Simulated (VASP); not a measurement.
# Ru in VASP: notebook

Ru is run at these levels: PBE; tasks: single point.

Program: VASP 6.6.1. These are calculated values, not measurements. Logs are shortened: lines on timing, memory, paths and dates and some standing lists are left out, and cuts for length are marked.

### Step 1. The cell of the first run

The cell holds a slab with vacuum, 6 atoms: a = 2.721 Å, b = 2.721 Å, c = 26.740 Å, α = 90.00°, β = 90.00°, γ = 120.00°.

### Step 2. Single point, PBE

Input file INCAR:

```
PREC     = Accurate       # precision mode
ENCUT    = 520            # plane-wave cutoff, eV
EDIFF    = 1E-7           # SCF threshold, eV
ISMEAR   = -1             # smearing method
SIGMA    = 0.08           # smearing width, eV
LREAL    = False          # projectors in reciprocal space
LASPH    = True           # aspherical terms in the spheres
NELM     = 100            # most SCF steps
ALGO     = Normal         # electronic algorithm
ISIF     = 2              # what is computed and relaxed
LWAVE    = False          # write WAVECAR
LCHARG   = False          # write CHGCAR
LDIPOL   = True         
IDIPOL   = 3            
DIPOL    = 0.5 0.5 0.500
GGA      = PE             # functional
NBANDS   = 51             # bands
```

Input file KPOINTS:

```
regular mesh
0
Gamma
  14 14 1
```

Input file POSCAR:

```
Ru
1.0
    2.7207384562      0.0000000000      0.0000000000
   -1.3603692281      2.3562286201      0.0000000000
    0.0000000000      0.0000000000     26.7401000000
Ru
6
Direct
    0.8333333330      0.1666666670      0.2991752661
    0.1666666670      0.8333333330      0.3795051597
    0.8333333330      0.1666666670      0.4598350532
    0.1666666670      0.8333333330      0.5401649468
    0.8333333330      0.1666666670      0.6204948403
    0.1666666670      0.8333333330      0.7008247339
```

Potentials or basis: VASP PAW PBE potentials, release 64 (Ru_pv).

Launch:

```sh
cat potpaw_PBE.64/Ru_pv/POTCAR > POTCAR
mpirun -np 1 vasp_std > vasp.out
```

OUTCAR:

```text
PREC = Accurate
   ENCUT = 520
   EDIFF = 1E-7
   ISMEAR = -1
   LREAL = False
   LASPH = True
   NELM = 100
   ISIF = 2
   GGA = PE

 ion  position               nearest neighbor table
   1  0.833  0.167  0.299-   2 2.66   2 2.66   2 2.66
   2  0.167  0.833  0.380-   3 2.66   3 2.66   1 2.66   1 2.66   3 2.66   1 2.66
   3  0.833  0.167  0.460-   2 2.66   2 2.66   4 2.66   4 2.66   2 2.66   4 2.66
   4  0.167  0.833  0.540-   5 2.66   5 2.66   3 2.66   3 2.66   5 2.66   3 2.66
   5  0.833  0.167  0.620-   4 2.66   4 2.66   6 2.66   6 2.66   4 2.66   6 2.66
   6  0.167  0.833  0.701-   5 2.66   5 2.66   5 2.66

  LATTYP: Found a hexagonal cell.
 ALAT       =     2.7207384562
 C/A-ratio  =     9.8282508335

  Lattice vectors:

 A1 = (   2.7207384562,   0.0000000000,   0.0000000000)
 A2 = (  -1.3603692281,   2.3562286201,   0.0000000000)
 A3 = (   0.0000000000,   0.0000000000,  26.7401000000)

Analysis of symmetry for initial positions (statically):
=====================================================================
 Subroutine PRICEL returns:
 Original cell was already a primitive cell.

 Routine SETGRP: Setting up the symmetry group for a
 hexagonal supercell.

 Subroutine GETGRP returns: Found 12 space group operations
 (whereof  4 operations were pure point group operations)
 out of a pool of 24 trial point group operations.

The static configuration has the point symmetry C_2h.
 The point group associated with its full space group is D_3d.

Analysis of symmetry for dynamics (positions and initial velocities):
=====================================================================
 Subroutine PRICEL returns:
 Original cell was already a primitive cell.

 Routine SETGRP: Setting up the symmetry group for a
 hexagonal supercell.

 Subroutine GETGRP returns: Found 12 space group operations
 (whereof  4 operations were pure point group operations)
 out of a pool of 24 trial point group operations.

The dynamic configuration has the point symmetry C_2h.
 The point group associated with its full space group is D_3d.

 Subroutine INISYM returns: Found 12 space group operations
 (whereof  4 operations are pure point group operations),
 and found     1 'primitive' translations

----------------------------------------------------------------------------------------

                                     Primitive cell

  volume of cell :     171.4223

  direct lattice vectors                    reciprocal lattice vectors
     2.720738456  0.000000000  0.000000000     0.367547273  0.212203517  0.000000000
    -1.360369228  2.356228620  0.000000000     0.000000000  0.424407034  0.000000000
     0.000000000  0.000000000 26.740100000     0.000000000  0.000000000  0.037397018

  length of vectors
     2.720738456  2.720738456 26.740100000     0.424407034  0.424407034  0.037397018

  position of ions in fractional coordinates (direct lattice)
     0.833333333  0.166666667  0.299175266
     0.166666667  0.833333333  0.379505160
     0.833333333  0.166666667  0.459835053
     0.166666667  0.833333333  0.540164947
     0.833333333  0.166666667  0.620494840
     0.166666667  0.833333333  0.700824734

  ion indices of the primitive-cell ions
   primitive index   ion index
                 1           1
                 2           2
                 3           3
                 4           4
                 5           5
                 6           6

----------------------------------------------------------------------------------------

 KPOINTS: regular mesh

Automatic generation of k-mesh.
 Grid dimensions read from file:
 generate k-points for:   14   14    1

 Generating k-lattice:

  Cartesian coordinates                     Fractional coordinates (reciprocal lattice)
     0.026253377  0.015157394  0.000000000     0.071428571  0.000000000  0.000000000
     0.000000000  0.030314788  0.000000000     0.000000000  0.071428571  0.000000000
     0.000000000  0.000000000  0.037397018     0.000000000  0.000000000  1.000000000

  Length of vectors
     0.030314788  0.030314788  0.037397018

  Shift w.r.t. Gamma in fractional coordinates (k-lattice)
     0.000000000  0.000000000  0.000000000

 Subroutine IBZKPT returns following result:
 ===========================================

 Found     24 irreducible k-points:

 Following reciprocal coordinates:
            Coordinates               Weight
  0.000000  0.000000  0.000000      1.000000
  0.071429  0.000000  0.000000      6.000000
  0.142857  0.000000  0.000000      6.000000
  0.214286  0.000000  0.000000      6.000000
  0.285714  0.000000  0.000000      6.000000
  0.357143  0.000000  0.000000      6.000000
[... 16 lines left out ...]
  0.285714  0.285714  0.000000      6.000000
  0.357143  0.285714  0.000000      6.000000
   k-points           NKPTS =     24   k-points in BZ     NKDIM =     24   number of bands    NBANDS=     51
   number of dos      NEDOS =    301   number of ions     NIONS =      6
   total plane-waves  NPLWV =  80000
   dimension x,y,z NGX =    20 NGY =   20 NGZ =  200
   dimension x,y,z NGXF=    40 NGYF=   40 NGZF=  400
   ions per type =               6
   NGX,Y,Z   is equivalent  to a cutoff of  12.22, 12.22, 12.43 a.u.
   NGXF,Y,Z  is equivalent  to a cutoff of  24.44, 24.44, 24.87 a.u.
 SYSTEM =  unknown system
   PREC   = accura    normal or accurate (medium, high low for compatibility)
   ISTART =      0    job   : 0-new  1-cont  2-samecut
   ICHARG =      2    charge: 1-file 2-atom 10-const
   ISPIN  =      1    spin polarized calculation?
   LNONCOLLINEAR =      F non collinear calculations
   LSORBIT =      F    spin-orbit coupling
   LASPH  =      T    aspherical Exc in radial PAW
   ENCUT  =  520.0 eV  38.22 Ry    6.18 a.u.   5.06  5.06 49.72*2*pi/ulx,y,z
   NELM   =    100;   NELMIN=  2; NELMDL= -5     # of ELM steps
   EDIFF  = 0.1E-06   stopping-criterion for ELM
   LREAL  =      F    real-space projection
   EDIFFG = 0.1E-05   stopping-criterion for IOM
   NSW    =      0    number of steps for IOM
   IBRION =     -1    ionic relax: 0-MD 1-quasi-New 2-CG
   NFREE  =      0    steps in history (QN), initial steepest desc. (CG)
   ISIF   =      2    stress and relaxation
   ISYM   =      2    0-nonsym 1-usesym 2-fastsym
   POTIM  = 0.5000    time-step for ionic-motion
   TEBEG  =    0.0;   TEEND  =   0.0 temperature during run
   PSTRESS=    0.0 pullay stress
   NELECT =      84.0000    total number of electrons
   NUPDOWN=      -1.0000    fix difference up-down
   EMIN   =  10.00;   EMAX   =-10.00  energy-range for DOS
   EFERMI =   0.00;   METHOD = LEGACY
   ISMEAR =    -1;   SIGMA  =   0.08  broadening in eV -4-tet -1-fermi 0-gaus
   EFERMI_NEDOS =   21; number of points for ismear=-14 and -15
   IALGO  =     38    algorithm
   IMIX   =      4    mixing-type and parameters
     AMIX     =   0.40;   BMIX     =  1.00
     AMIX_MAG =   1.60;   BMIX_MAG =  1.00
  volume/ion in A,a.u.               =      28.57       192.80
  Fermi-wavevector in a.u.,A,eV,Ry     =   1.290661  2.438996 22.664663  1.665806
  Thomas-Fermi vector in A             =   2.422479
   LORBIT       =      0    0 simple, 1 ext, 2 COOP (PROOUT), +10 PAW based schemes
   GGA     = PE    functional components
   LHFCALC =     F    Hartree Fock is set to
   AEXX    =    0.0000 exact exchange contribution
   IVDW    =     0    specifies the selected vdW correction
   LEPSILON=     F    determine dielectric tensor
   LRPA    =     F    only Hartree local field effects (RPA)
 non-spin polarized calculation
  energy-cutoff  :      520.00
  volume of cell :      171.42
 maximum number of plane-waves:      4659
   NGX = 11   NGY = 11   NGZ = 99

 number of electron      84.0000020 magnetization

 dipolmoment           0.000000      0.000000      0.000000 electrons x Angstroem

 Free energy of the ion-electron system (eV)
  ---------------------------------------------------
  ext. energy  EPLUGINS =         0.00000000
  ---------------------------------------------------
  free energy    TOTEN  =       -53.29835566 eV

  energy without entropy =      -53.15816052  energy(sigma->0) =      -53.22825809

 E-fermi :   3.4982     XC(G=0):  -7.5333

 val. band max:        3.4977990463   @ k =   0.2857   0.1429   0.0000
 cond. band min:       3.5293445698   @ k =   0.2857   0.2857   0.0000
 fundamental gap:      0.0315455235
 Fermi energy:         3.4982395545

 k-point     1 :       0.0000    0.0000    0.0000
  band No.  band energies     occupation
      1     -40.0776      2.00000
      2     -39.9153      2.00000
      3     -39.5949      2.00000
      4     -39.2758      2.00000
      5     -39.2758      2.00000
      6     -39.2686      2.00000
[... 43 lines left out ...]
     50       4.3242      0.00007
     51       4.5800      0.00000

 k-point     2 :       0.0714    0.0000    0.0000
  band No.  band energies     occupation
      1     -40.0633      2.00000
      2     -39.9076      2.00000
      3     -39.5999      2.00000
      4     -39.3348      2.00000
      5     -39.2983      2.00000
      6     -39.2860      2.00000
[... 43 lines left out ...]
     50       4.3129      0.00008
     51       4.6205      0.00000

 k-point     3 :       0.1429    0.0000    0.0000
  band No.  band energies     occupation
      1     -40.0226      2.00000
      2     -39.8877      2.00000
      3     -39.6243      2.00000
      4     -39.4469      2.00000
      5     -39.3775      2.00000
      6     -39.3247      2.00000
[... 43 lines left out ...]
     50       4.3262      0.00006
     51       4.6594      0.00000
[... 1027 lines left out ...]
 k-point    23 :       0.2857    0.2857    0.0000
  band No.  band energies     occupation
      1     -39.9136      2.00000
      2     -39.9132      2.00000
      3     -39.8486      2.00000
      4     -39.8317      2.00000
      5     -39.7259      2.00000
      6     -39.7042      2.00000
[... 43 lines left out ...]
     50       9.1868      0.00000
     51       9.7664      0.00000

 k-point    24 :       0.3571    0.2857    0.0000
  band No.  band energies     occupation
      1     -39.9041      2.00000
      2     -39.8912      2.00000
      3     -39.8510      2.00000
      4     -39.7962      2.00000
      5     -39.7607      2.00000
      6     -39.7517      2.00000
[... 43 lines left out ...]
     50      10.5232      0.00000
     51      10.6333      0.00000

------------------------ aborting loop because EDIFF is reached ----------------------------------------

 vacuum level on the upper side and lower side of the slab       (xc-potential included)        -0.144        -0.144

  FORCE on cell =-STRESS in cart. coord.  units (eV):
  Direction    XX          YY          ZZ          XY          YZ          ZX
  --------------------------------------------------------------------------------------
  -------------------------------------------------------------------------------------
  Total       -3.7182826     -3.7182826     -3.4093809      0.0000000      0.0000000      0.0000000
  in kB      -34.7524739    -34.7524739    -31.8653616      0.0000000      0.0000000      0.0000000
  external PRESSURE =     -33.7901031 kB  Pullay stress =       0.0000000 kB

 VOLUME and BASIS-vectors are now :
 -----------------------------------------------------------------------------
  energy-cutoff  :      520.00
  volume of cell :      171.42
      direct lattice vectors                 reciprocal lattice vectors
     2.720738456  0.000000000  0.000000000     0.367547273  0.212203517  0.000000000
    -1.360369228  2.356228620  0.000000000     0.000000000  0.424407034  0.000000000
     0.000000000  0.000000000 26.740100000     0.000000000  0.000000000  0.037397018

 POSITION                                       TOTAL-FORCE (eV/Angst)
 -----------------------------------------------------------------------------------
      2.04055      0.39270      7.99998         0.000000     -0.000000      0.792409
     -0.68018      1.96352     10.14801        -0.000000     -0.000000     -0.731080
      2.04055      0.39270     12.29604        -0.000000      0.000000     -0.214636
     -0.68018      1.96352     14.44406         0.000000      0.000000      0.214636
      2.04055      0.39270     16.59209         0.000000      0.000000      0.731080
     -0.68018      1.96352     18.74012        -0.000000      0.000000     -0.792409
 -----------------------------------------------------------------------------------
    total drift:                               -0.000000     -0.000000     -0.000000

  FREE ENERGIE OF THE ION-ELECTRON SYSTEM (eV)
  ---------------------------------------------------
  free  energy   TOTEN  =       -53.2983556637 eV

  energy  without entropy=      -53.1581605237  energy(sigma->0) =      -53.22825809

 vacuum level on the upper side and lower side of the slab         8.455         8.455
```

Run time: 19 min. Hardware: 1 thread of Intel Xeon 8259CL, shared host; peak memory 0.35 GiB.

What came out:

```
Free energy            : -53.2984 eV
Largest force          : 0.792 eV/Å
Band gap on the k mesh : zero (bands 42 and 43 overlap by 2.48 eV)
```

Forces on the atoms (eV/Å):
```
Ru   0.000  0.000  0.792
Ru   0.000  0.000 -0.731
Ru   0.000  0.000 -0.215
Ru   0.000  0.000  0.215
Ru   0.000  0.000  0.731
Ru   0.000  0.000 -0.792
```

Levels at points of the mesh, in eV from the Fermi level:
| k point | band 39 | band 40 | band 41 | band 42 | band 43 | band 44 | band 45 | band 46 |
| --- | --- | --- | --- | --- | --- | --- | --- | --- |
| (0.00, 0.00, 0.00) | -1.87 | -1.87 | -1.06 | -1.06 | -0.75 | -0.42 | -0.42 | 0.28 |
| (0.50, 0.00, 0.00) | 0.76 | 0.78 | 1.14 | 1.40 | 1.41 | 1.59 | 1.60 | 1.73 |

### Step 3. Single point, PBE

Input file INCAR:

```
SYSTEM = Ru
PREC = Accurate
ENCUT = 520
EDIFF = 1E-6
ISMEAR = -1
SIGMA = 0.08
LREAL = .False.
LASPH = .True.
NELM = 80
ALGO = Normal
ISIF = 2
LWAVE = .False.
LCHARG = .False.
LDIPOL = .True.
IDIPOL = 3
DIPOL = 0.5 0.5 0.500
GGA = PE
NBANDS = 51
```

Input file KPOINTS:

```
Automatic mesh
0
Gamma
  14 14 1
  0 0 0
```

Input file POSCAR:

```
Ru
1.0
    2.7207384562      0.0000000000      0.0000000000
   -1.3603692281      2.3562286201      0.0000000000
    0.0000000000      0.0000000000     26.7401000000
Ru
6
Direct
    0.8333333333      0.1666666667      0.3019769095
    0.1666666667      0.8333333333      0.3790286864
    0.8333333333      0.1666666667      0.4593743976
    0.1666666667      0.8333333333      0.5406256032
    0.8333333333      0.1666666667      0.6209713132
    0.1666666667      0.8333333333      0.6980230902
```

Potentials or basis: VASP PAW PBE potentials, release 64 (Ru_pv).

Launch:

```sh
cat potpaw_PBE.64/Ru_pv/POTCAR > POTCAR
mpirun -np 1 vasp_std > vasp.out
```

It took 18 min on 1 thread of Intel Xeon 8259CL, shared host; peak memory 0.35 GiB.

It converged, with:

```
Free energy            : -53.3735 eV
Largest force          : 0.013 eV/Å
Band gap on the k mesh : zero (bands 42 and 43 overlap by 2.44 eV)
```

Forces in eV/Å, atoms in the order of the input:
```
Ru   0.000  0.000 -0.013
Ru   0.000  0.000  0.009
Ru   0.000  0.000  0.002
Ru   0.000  0.000 -0.002
Ru   0.000  0.000 -0.009
Ru   0.000  0.000  0.013
```

Levels at points of the mesh, in eV from the Fermi level:
```
           k point  band 38  band 39  band 40  band 41  band 42  band 43  band 44  band 45
(0.00, 0.00, 0.00)    -1.98    -1.97    -1.97    -1.09    -1.09    -0.82    -0.53    -0.53
(0.50, 0.00, 0.00)    -0.27     0.69     0.82     1.15     1.33     1.34     1.57     1.59
```

### Step 4. Single point, PBE

Input file INCAR:

```
PREC = Accurate ; ENCUT = 520
EDIFF = 1E-7 ; ISMEAR = -1
SIGMA = 0.08 ; LREAL = False
LASPH = True ; NELM = 100
ALGO = Normal ; ISIF = 2
LWAVE = False ; LCHARG = True
LDIPOL = True ; IDIPOL = 3
DIPOL = 0.5 0.5 0.500 ; GGA = PE
LELF = True ; LVHAR = True
LVACPOTAV = True ; NBANDS = 51
```

Input file KPOINTS:

```
Automatic mesh
0
Gamma
  14 14 1
```

POSCAR is that of step 3.

Launch:

```sh
cat potpaw_PBE.64/Ru_pv/POTCAR > POTCAR
mpirun -np 1 vasp_std > vasp.out
```

Wall time 19 min (1 thread of Intel Xeon 8259CL, shared host); peak memory 0.35 GiB.

It converged, with:

```
Free energy            : -53.3735 eV
Largest force          : 0.013 eV/Å
Band gap on the k mesh : zero (bands 42 and 43 overlap by 2.44 eV)
```

Forces in eV/Å, atoms in the order of the input:
```
Ru   0.000  0.000 -0.013
Ru   0.000  0.000  0.009
Ru   0.000  0.000  0.002
Ru   0.000  0.000 -0.002
Ru   0.000  0.000 -0.009
Ru   0.000  0.000  0.013
```

Levels at points of the mesh, in eV from the Fermi level:
| k point | band 37 | band 38 | band 39 | band 40 | band 41 | band 42 | band 43 | band 44 | band 45 | band 46 |
| --- | --- | --- | --- | --- | --- | --- | --- | --- | --- | --- |
| (0.00, 0.00, 0.00) | -2.10 | -1.98 | -1.97 | -1.97 | -1.09 | -1.09 | -0.82 | -0.53 | -0.53 | 0.23 |
| (0.50, 0.00, 0.00) | -0.31 | -0.27 | 0.69 | 0.82 | 1.15 | 1.33 | 1.34 | 1.57 | 1.59 | 1.73 |

The gap in the log of VASP goes by the Fermi energy; the results here count the filled bands.